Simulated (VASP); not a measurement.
# SrTiO3: single point with LDA

The system is SrTiO3.

```
CELL_PARAMETERS angstrom
4.06856 0.00000 0.00000
0.00000 4.06856 0.00000
0.00000 0.00000 3.69190
ATOMIC_POSITIONS crystal
Sr 0.00000 0.00000 0.00000
O 0.50000 0.50000 0.00000
O 0.00000 0.50000 0.50000
O 0.50000 0.00000 0.50000
Ti 0.50000 0.50000 0.50000
```

| Quantity | Value |
| --- | --- |
| Program | VASP 6.6.1 |
| Task | single point |
| Functional | LDA |
| Potentials or basis | VASP PAW LDA potentials, release 64 (Sr_sv, O, Ti_sv) |
| Cutoff | 600 eV |
| k mesh | 4 × 4 × 6 |
| Occupations | gaussian, width 0.1 eV |
| Spin | no spin polarisation |
| Dipole correction | no |
| Further INCAR settings | ALGO = Normal; EDIFF = 1e-06; NBANDS = 28 |

* Pressure: -8.2 GPa
* Band gap on the k mesh: 1.60 eV (least direct gap 1.89 eV)

Stress tensor (GPa, compression positive):
```
-16.30   0.00   0.00
  0.00 -16.30   0.00
  0.00   0.00   8.13
```

Levels at points of the mesh, in eV from the valence-band top:
```csv
k point,band 17,band 18,band 19,band 20,band 21,band 22,band 23,band 24
"(0.00, 0.00, 0.00)",-0.89,-0.40,-0.40,-0.29,1.60,1.77,1.77,3.80
"(0.50, 0.00, 0.00)",-1.96,-1.90,-0.69,-0.68,1.90,3.32,3.35,4.21
"(0.50, 0.50, 0.00)",-1.96,-1.96,-1.62,-0.31,3.35,3.35,3.71,5.80
"(0.00, 0.00, 0.50)",-2.35,-1.99,-0.82,-0.82,1.86,3.82,4.27,4.27
"(0.50, 0.00, 0.50)",-1.76,-1.41,-1.39,-0.15,3.34,4.28,4.42,4.74
"(0.50, 0.50, 0.50)",-3.20,-0.14,0.00,0.00,3.96,4.59,4.59,6.44
```

Wall time 32 s on 1 thread of Intel(R) Xeon(R) Platinum 8488C (Sapphire Rapids), on a shared host, peak memory 0.19 GiB.

Caveat: the cell stands under tension. A k mesh can miss the band edges.
